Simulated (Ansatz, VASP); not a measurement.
**One calculation of AlRu, two programs**

```
Ru Al
1.0
     0.00000    2.49284    2.49284
     2.49284    0.00000    2.49284
     2.49284    2.49284    0.00000
Ru Al
1 1
Direct
  0.00000 0.00000 0.00000
  0.50000 0.50000 0.50000
```

Alike in both runs: functional PBE; k mesh 14 × 14 × 14; occupations fermi-dirac, width 0.1 eV; no spin polarisation.

Ansatz relaxed the structure, and its values are those at the end. VASP's run is a single point on that final structure, the one shown.

```csv
,VASP,Ansatz
version,VASP 6.6.1,Ansatz 0.2.0
potentials or method,"VASP PAW PBE potentials, release 64 (Ru_pv, Al)","PAW with Ansatz's default frozen-core files, scalar-relativistic"
plane-wave cutoff (eV),520,420
valence electrons in the cell,17,19
```

```csv
,VASP,Ansatz,Ansatz less VASP
pressure (GPa),0.0,0.0,-0.04
```

The functional is the same, so the differences come from potentials, cutoffs and numerics. VASP's potentials hold 17 valence electrons a cell and Ansatz's 19, so a difference there can come from the potentials and not from the codes.
